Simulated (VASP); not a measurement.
# Pb (Fm-3m) in VASP: notebook

The runs below take Pb through single point, relaxation of cell and atoms, with BLYP+D3(BJ), BLYP+D4, PBE, revPBE+D3(BJ).

Everything below comes from runs of VASP 6.6.1. Logs are shortened: lines on timing, memory, paths and dates and some standing lists are left out, and cuts for length are marked.

## Step 1: The cell of the first run

Symmetry: Fm-3m, No. 225, cubic system. The conventional cell has a = 4.971 Å, b = 4.971 Å, c = 4.971 Å, α = 90.00°, β = 90.00°, γ = 90.00°. Pb (site symmetry m-3m) has 12 Pb at 3.52 Å within 4.6 Å.

## Step 2: Single point, BLYP+D3(BJ)

The input, INCAR:

```
SYSTEM = Pb
  PREC = Accurate
  ENCUT = 520
  EDIFF = 1E-6
  ISMEAR = -1
  SIGMA = 0.05
  LREAL = .FALSE.
  LASPH = .TRUE.
  NELM = 100
  ALGO = Normal
  ISIF = 2
  LWAVE = .FALSE.
  LCHARG = .FALSE.
  GGA = B5
  ALDAX = 1.0
  AGGAX = 1.0
  AGGAC = 1.0
  ALDAC = 0.0
  IVDW = 12
  VDW_S6 = 1.0
  VDW_S8 = 2.6996
  VDW_A1 = 0.4298
  VDW_A2 = 4.2359
  NBANDS = 13
```

The input, KPOINTS:

```
regular mesh
0
G
  9 9 9
  0 0 0
```

The input, POSCAR:

```
Pb
1.0
    0.0000000000      2.4856123919      2.4856123919
    2.4856123919      0.0000000000      2.4856123919
    2.4856123919      2.4856123919      0.0000000000
Pb
1
Direct
    0.0000000000      0.0000000000      0.0000000000
```

Potentials or basis: VASP PAW PBE potentials, release 64 (Pb_d).

Run with:

```
cat potpaw_PBE.64/Pb_d/POTCAR > POTCAR
mpirun -np 1 vasp_std > vasp.out
```

OUTCAR:

```text
SYSTEM = Pb
   PREC = Accurate
   ENCUT = 520
   EDIFF = 1E-6
   ISMEAR = -1
   LREAL = .FALSE.
   LASPH = .TRUE.
   NELM = 100
   ISIF = 2
   GGA = B5
   IVDW = 12
 IVDW          = 12

 ion  position               nearest neighbor table
   1  0.000  0.000  0.000-

  LATTYP: Found a face centered cubic cell.
 ALAT       =     4.9712247838

  Lattice vectors:

 A1 = (   0.0000000000,   2.4856123919,   2.4856123919)
 A2 = (   2.4856123919,   0.0000000000,   2.4856123919)
 A3 = (   2.4856123919,   2.4856123919,   0.0000000000)

Analysis of symmetry for initial positions (statically):
=====================================================================
 Subroutine PRICEL returns:
 Original cell was already a primitive cell.

 Routine SETGRP: Setting up the symmetry group for a
 face centered cubic supercell.

 Subroutine GETGRP returns: Found 48 space group operations
 (whereof 48 operations were pure point group operations)
 out of a pool of 48 trial point group operations.

The static configuration has the point symmetry O_h .

Analysis of symmetry for dynamics (positions and initial velocities):
=====================================================================
 Subroutine PRICEL returns:
 Original cell was already a primitive cell.

 Routine SETGRP: Setting up the symmetry group for a
 face centered cubic supercell.

 Subroutine GETGRP returns: Found 48 space group operations
 (whereof 48 operations were pure point group operations)
 out of a pool of 48 trial point group operations.

The dynamic configuration has the point symmetry O_h .

 Subroutine INISYM returns: Found 48 space group operations
 (whereof 48 operations are pure point group operations),
 and found     1 'primitive' translations

----------------------------------------------------------------------------------------

                                     Primitive cell

  volume of cell :      30.7136

  direct lattice vectors                    reciprocal lattice vectors
     0.000000000  2.485612392  2.485612392    -0.201157671  0.201157671  0.201157671
     2.485612392  0.000000000  2.485612392     0.201157671 -0.201157671  0.201157671
     2.485612392  2.485612392  0.000000000     0.201157671  0.201157671 -0.201157671

  length of vectors
     3.515186755  3.515186755  3.515186755     0.348415307  0.348415307  0.348415307

  position of ions in fractional coordinates (direct lattice)
     0.000000000  0.000000000  0.000000000

  ion indices of the primitive-cell ions
   primitive index   ion index
                 1           1

----------------------------------------------------------------------------------------

 KPOINTS: regular mesh

Automatic generation of k-mesh.
 Grid dimensions read from file:
 generate k-points for:    9    9    9

 Generating k-lattice:

  Cartesian coordinates                     Fractional coordinates (reciprocal lattice)
    -0.022350852  0.022350852  0.022350852     0.111111111  0.000000000  0.000000000
     0.022350852 -0.022350852  0.022350852     0.000000000  0.111111111  0.000000000
     0.022350852  0.022350852 -0.022350852     0.000000000  0.000000000  0.111111111

  Length of vectors
     0.038712812  0.038712812  0.038712812

  Shift w.r.t. Gamma in fractional coordinates (k-lattice)
     0.000000000  0.000000000  0.000000000

 Subroutine IBZKPT returns following result:
 ===========================================

 Found     35 irreducible k-points:

 Following reciprocal coordinates:
            Coordinates               Weight
  0.000000  0.000000  0.000000      1.000000
  0.111111  0.000000  0.000000      8.000000
  0.222222  0.000000  0.000000      8.000000
  0.333333  0.000000  0.000000      8.000000
  0.444444  0.000000  0.000000      8.000000
  0.111111  0.111111  0.000000      6.000000
[... 16 lines left out ...]
 -0.333333  0.333333  0.000000     12.000000
  0.444444  0.444444  0.000000      6.000000
 [... further k-points ...]
   k-points           NKPTS =     35   k-points in BZ     NKDIM =     35   number of bands    NBANDS=     13
   number of dos      NEDOS =    301   number of ions     NIONS =      1
   total plane-waves  NPLWV =  21952
   dimension x,y,z NGX =    28 NGY =   28 NGZ =   28
   dimension x,y,z NGXF=    56 NGYF=   56 NGZF=   56
   ions per type =               1
   NGX,Y,Z   is equivalent  to a cutoff of  13.24, 13.24, 13.24 a.u.
   NGXF,Y,Z  is equivalent  to a cutoff of  26.48, 26.48, 26.48 a.u.
 SYSTEM =  Pb
   PREC   = accura    normal or accurate (medium, high low for compatibility)
   ISTART =      0    job   : 0-new  1-cont  2-samecut
   ICHARG =      2    charge: 1-file 2-atom 10-const
   ISPIN  =      1    spin polarized calculation?
   LNONCOLLINEAR =      F non collinear calculations
   LSORBIT =      F    spin-orbit coupling
   LASPH  =      T    aspherical Exc in radial PAW
   ENCUT  =  520.0 eV  38.22 Ry    6.18 a.u.   6.54  6.54  6.54*2*pi/ulx,y,z
   NELM   =    100;   NELMIN=  2; NELMDL= -5     # of ELM steps
   EDIFF  = 0.1E-05   stopping-criterion for ELM
   LREAL  =      F    real-space projection
   EDIFFG = 0.1E-04   stopping-criterion for IOM
   NSW    =      0    number of steps for IOM
   IBRION =     -1    ionic relax: 0-MD 1-quasi-New 2-CG
   NFREE  =      0    steps in history (QN), initial steepest desc. (CG)
   ISIF   =      2    stress and relaxation
   ISYM   =      2    0-nonsym 1-usesym 2-fastsym
   POTIM  = 0.5000    time-step for ionic-motion
   TEBEG  =    0.0;   TEEND  =   0.0 temperature during run
   PSTRESS=    0.0 pullay stress
   NELECT =      14.0000    total number of electrons
   NUPDOWN=      -1.0000    fix difference up-down
   EMIN   =  10.00;   EMAX   =-10.00  energy-range for DOS
   EFERMI =   0.00;   METHOD = LEGACY
   ISMEAR =    -1;   SIGMA  =   0.05  broadening in eV -4-tet -1-fermi 0-gaus
   EFERMI_NEDOS =   21; number of points for ismear=-14 and -15
   IALGO  =     38    algorithm
   IMIX   =      4    mixing-type and parameters
     AMIX     =   0.40;   BMIX     =  1.00
     AMIX_MAG =   1.60;   BMIX_MAG =  1.00
  volume/ion in A,a.u.               =      30.71       207.27
  Fermi-wavevector in a.u.,A,eV,Ry     =   1.259914  2.380892 21.597648  1.587382
  Thomas-Fermi vector in A             =   2.393450
   LORBIT       =      0    0 simple, 1 ext, 2 COOP (PROOUT), +10 PAW based schemes
   GGA     = B5    functional components
   LHFCALC =     F    Hartree Fock is set to
   AEXX    =    0.0000 exact exchange contribution
   IVDW    =    12    specifies the selected vdW correction
   LEPSILON=     F    determine dielectric tensor
   LRPA    =     F    only Hartree local field effects (RPA)
 non-spin polarized calculation
  energy-cutoff  :      520.00
  volume of cell :       30.71
 maximum number of plane-waves:       869
 NGX is ok and might be reduce to    28
   NGX = 13   NGY = 13   NGZ = 13

 number of electron      14.0000000 magnetization

 Free energy of the ion-electron system (eV)
  ---------------------------------------------------
  ext. energy  EPLUGINS =         0.00000000
  ---------------------------------------------------
  free energy    TOTEN  =        -2.82794281 eV

  energy without entropy =       -2.82452164  energy(sigma->0) =       -2.82623222

 E-fermi :   7.5154     XC(G=0):  -9.5345

 val. band max:        7.2964225204   @ k =  -0.3333   0.3333   0.1111
 cond. band min:       7.5358775171   @ k =  -0.2222   0.3333   0.1111
 fundamental gap:      0.2394549967
 Fermi energy:         7.5154297840

 k-point     1 :       0.0000    0.0000    0.0000
  band No.  band energies     occupation
      1      -9.4386      2.00000
      2      -9.4386      2.00000
      3      -9.4386      2.00000
      4      -9.3016      2.00000
      5      -9.3016      2.00000
      6      -4.0705      2.00000
      7      14.7675      0.00000
      8      14.7675      0.00000
      9      14.7675      0.00000
     10      17.6753      0.00000
     11      19.2808      0.00000
     12      20.1511      0.00000
     13      20.1511      0.00000

 k-point     2 :       0.1111    0.0000    0.0000
  band No.  band energies     occupation
      1      -9.4387      2.00000
      2      -9.4225      2.00000
      3      -9.4225      2.00000
      4      -9.3015      2.00000
      5      -9.3015      2.00000
      6      -3.8379      2.00000
      7      12.5555      0.00000
      8      14.4999      0.00000
      9      14.4999      0.00000
     10      17.2495      0.00000
     11      20.1786      0.00000
     12      20.6187      0.00000
     13      20.6187      0.00000

 k-point     3 :       0.2222    0.0000    0.0000
  band No.  band energies     occupation
      1      -9.4426      2.00000
      2      -9.4032      2.00000
      3      -9.4032      2.00000
      4      -9.2791      2.00000
      5      -9.2791      2.00000
      6      -3.1437      2.00000
      7       9.1871      0.00000
      8      13.9202      0.00000
      9      13.9202      0.00000
     10      16.9019      0.00000
     11      19.7014      0.00000
     12      20.2988      0.00000
     13      20.2988      0.00000

 k-point     4 :       0.3333    0.0000    0.0000
  band No.  band energies     occupation
      1      -9.4522      2.00000
      2      -9.4122      2.00000
      3      -9.4122      2.00000
      4      -9.2216      2.00000
      5      -9.2215      2.00000
      6      -2.0387      2.00000
      7       6.1452      2.00000
      8      13.3583      0.00000
      9      13.3583      0.00000
     10      16.8149      0.00000
     11      18.4233      0.00000
     12      19.4385      0.00000
     13      19.4385      0.00000

 k-point     5 :       0.4444    0.0000    0.0000
  band No.  band energies     occupation
      1      -9.4611      2.00000
      2      -9.4251      2.00000
      3      -9.4251      2.00000
      4      -9.1762      2.00000
      5      -9.1762      2.00000
      6      -0.8432      2.00000
      7       3.9558      2.00000
      8      13.0248      0.00000
      9      13.0248      0.00000
     10      17.0148      0.00000
     11      17.5364      0.00000
     12      18.9987      0.00000
     13      18.9987      0.00000
[... 257 lines left out ...]
 k-point    22 :      -0.4444    0.3333    0.0000
  band No.  band energies     occupation
      1      -9.5248      2.00000
      2      -9.4244      2.00000
      3      -9.2423      2.00000
      4      -9.2216      2.00000
      5      -9.1640      2.00000
      6       0.4668      2.00000
      7       5.2710      2.00000
      8       7.2599      1.98801
      9      10.4085      0.00000
     10      14.3432      0.00000
     11      18.3655      0.00000
     12      23.7036      0.00000
     13      23.9137      0.00000

 k-point    23 :      -0.3333    0.3333    0.0000
  band No.  band energies     occupation
      1      -9.4895      2.00000
      2      -9.3348      2.00000
      3      -9.2901      2.00000
      4      -9.2691      2.00000
      5      -9.2073      2.00000
      6       0.3246      2.00000
      7       5.9192      2.00000
      8       6.1551      2.00000
      9      11.1645      0.00000
     10      14.8266      0.00000
     11      21.4257      0.00000
     12      23.0094      0.00000
     13      23.0680      0.00000

 k-point    24 :       0.4444    0.4444    0.0000
  band No.  band energies     occupation
      1      -9.5902      2.00000
      2      -9.4987      2.00000
      3      -9.1839      2.00000
      4      -9.1462      2.00000
      5      -9.1462      2.00000
      6       0.3535      2.00000
      7       4.9719      2.00000
      8       9.7016      0.00000
      9       9.7016      0.00000
     10      13.4531      0.00000
     11      14.5640      0.00000
     12      25.7697      0.00000
     13      27.4854      0.00000

 [... further k-points ...]

------------------------ aborting loop because EDIFF is reached ----------------------------------------

 Edisp (eV)   -0.98708

 E8    (eV) :    -0.7757

  FORCE on cell =-STRESS in cart. coord.  units (eV):
  Direction    XX          YY          ZZ          XY          YZ          ZX
  --------------------------------------------------------------------------------------
  -------------------------------------------------------------------------------------
  Total       0.01986     0.01986     0.01986    -0.00000     0.00000     0.00000
  in kB       1.03590     1.03590     1.03590    -0.00000     0.00000     0.00000
  external pressure =        1.04 kB  Pullay stress =        0.00 kB

 VOLUME and BASIS-vectors are now :
 -----------------------------------------------------------------------------
  energy-cutoff  :      520.00
  volume of cell :       30.71
      direct lattice vectors                 reciprocal lattice vectors
     0.000000000  2.485612392  2.485612392    -0.201157671  0.201157671  0.201157671
     2.485612392  0.000000000  2.485612392     0.201157671 -0.201157671  0.201157671
     2.485612392  2.485612392  0.000000000     0.201157671  0.201157671 -0.201157671

 POSITION                                       TOTAL-FORCE (eV/Angst)
 -----------------------------------------------------------------------------------
      0.00000      0.00000      0.00000         0.000000      0.000000      0.000000
 -----------------------------------------------------------------------------------
    total drift:                               -0.000000     -0.000000     -0.000000

  FREE ENERGIE OF THE ION-ELECTRON SYSTEM (eV)
  ---------------------------------------------------
  free  energy   TOTEN  =        -3.8150258192 eV

  energy  without entropy=       -3.8116046500  energy(sigma->0) =       -3.81331523
```

Wall time 17 s (1 thread of Intel Xeon Platinum 8259CL at 2.50GHz (Skylake/Cascade Lake), shared host); peak memory 0.17 GiB.

Results:

```yaml
Free_energy: -3.8150 eV
Pressure: 0.1 GPa
Band_gap_on_the_k_mesh: zero (bands 7 and 8 overlap by 8.61 eV)
Dispersion_energy_per_atom: -0.987 eV
```

Caveat: the PAW data sets were made with another functional, which shifts forces and pressure a little; spin-orbit coupling is left out, which moves the levels of the heavy elements.

(Part 1 of 2 ends here.)
